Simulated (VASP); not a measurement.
Wanted: the native input for a VASP 6.6.1 run.

- Task: single point
- Functional: PBE
- Potentials or basis: VASP PAW PBE potentials, release 64 (Y_sv)
- Cutoff: 520 eV
- k mesh: 20 × 20 × 20
- Occupations: gaussian, width 0.1 eV
- Spin: no spin polarisation
- Dipole correction: no
- Further INCAR settings: ALGO = Fast; EDIFF = 1e-07; NBANDS = 12

The structure of Y lies in POSCAR:

```
Y
1.0
    0.0000000000      2.5311367328      2.5316176098
    2.5309368625      0.0000000000      2.5316176098
    2.5309368625      2.5311367328      0.0000000000
Y
1
Direct
    0.0000000000      0.0000000000      0.0000000000
```

This isn't the form of Y at room conditions, which is hcp.

The input as run:

INCAR

```
SYSTEM = Y
PREC = Accurate
ENCUT = 520
EDIFF = 1E-7
ISMEAR = 0
SIGMA = 0.1
LREAL = .False.
LASPH = .True.
NELM = 60
ALGO = Fast
ISIF = 2
LWAVE = .False.
LCHARG = .False.
GGA = PE
NBANDS = 12
```

KPOINTS

```
Automatic mesh
0
Gamma
  20 20 20
  0 0 0
```

Potentials or basis: VASP PAW PBE potentials, release 64 (Y_sv).

The run is started by

```console
$ cat potpaw_PBE.64/Y_sv/POTCAR > POTCAR
$ mpirun -np 1 vasp_std > vasp.out
```

It gave:

* Pressure: -0.1 GPa
* Band gap on the k mesh: zero (an odd number of electrons rules out a gap without spin polarisation)

Wall time 5 min on 1 thread of Intel(R) Xeon(R) 6975P-C (Granite Rapids), with other jobs on the host, peak memory 0.59 GiB.
